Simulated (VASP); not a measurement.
The system is Mg4S.

```
Mg S
1.0
    -3.98212    3.98212    3.43143
     3.98212   -3.98212    3.43143
     3.98212    3.98212   -3.43143
Mg S
8 2
Cartesian
  -1.3622 2.6200 4.5675
  5.3443 1.3622 1.1360
  1.3622 2.6200 1.1360
  2.6200 1.3622 4.5675
  1.3622 2.6200 -1.1360
  2.6200 1.3622 2.2954
  -1.3622 2.6200 2.2954
  5.3443 1.3622 -1.1360
  0.0000 3.9821 1.7157
  3.9821 0.0000 1.7157
```

| Item | Value |
| --- | --- |
| Program | VASP 6.6.1 |
| Task | relaxation of cell and atoms |
| Functional | PBE |
| Potentials or basis | VASP PAW PBE potentials, release 64 (Mg, S) |
| Cutoff | 600 eV |
| k mesh | 3 × 3 × 3 |
| Occupations | gaussian, width 0.2 eV |
| Spin | no spin polarisation |

At the start: pressure 41.7 GPa; volume 21.77 Å³/atom.

Where does the relaxation end?

Over 15 steps the energy falls by 1788.4 meV/atom and the volume is 45.67 Å³/atom (+109.8 %); space group I4/mcm (No. 140, to 0.05 Å).

Step by step:
| step | energy change (eV) | largest force (eV/Å) | pressure (GPa) | volume (Å³) |
| --- | --- | --- | --- | --- |
| 1 | 0.0000 | 2.0023 | 41.70 | 217.65 |
| 2 | -15.6205 | 1.7287 | 0.77 | 449.12 |
| 3 | -15.6079 | 1.7566 | 1.28 | 433.28 |
| 4 | -15.6208 | 1.7398 | 0.95 | 443.36 |
| 5 | -17.2033 | 0.8894 | -0.32 | 474.65 |
| 6 | -17.5912 | 0.4677 | -0.73 | 495.48 |
| 7 | -17.6299 | 0.3533 | -0.81 | 502.98 |
| 8 | -17.6319 | 0.3352 | -0.82 | 504.44 |
| 9 | -17.7508 | 0.2303 | -0.29 | 483.18 |
| 10 | -17.7701 | 0.2506 | 0.10 | 470.94 |
| 11 | -17.7982 | 0.1720 | 0.08 | 469.47 |
| 12 | -17.8192 | 0.0477 | 0.07 | 466.76 |
| 13 | -17.8453 | 0.0402 | -0.05 | 467.85 |
| 14 | -17.8674 | 0.0546 | -0.34 | 469.90 |
| 15 | -17.8844 | 0.0742 | -0.08 | 456.74 |

Final structure:
```
Mg S
1.0
    -4.73091    4.73091    5.10177
     4.73091   -4.73091    5.10177
     4.73091    4.73091   -5.10177
Mg S
8 2
Direct
  0.97960 0.47960 0.16325
  0.31635 0.81635 0.83675
  0.47960 0.31635 0.50000
  0.81635 0.97960 0.50000
  0.18365 0.02040 0.50000
  0.52040 0.68365 0.50000
  0.68365 0.18365 0.16325
  0.02040 0.52040 0.83675
  0.75000 0.25000 0.50000
  0.25000 0.75000 0.50000
```

Caveat: the k points lie up to 0.31 Å⁻¹ apart in the final cell; the volume moved by over 15 % at a fixed basis, so the end points are rough; the relaxation stopped at a loose force limit of 0.08 eV/Å, so its end isn't a converged minimum.
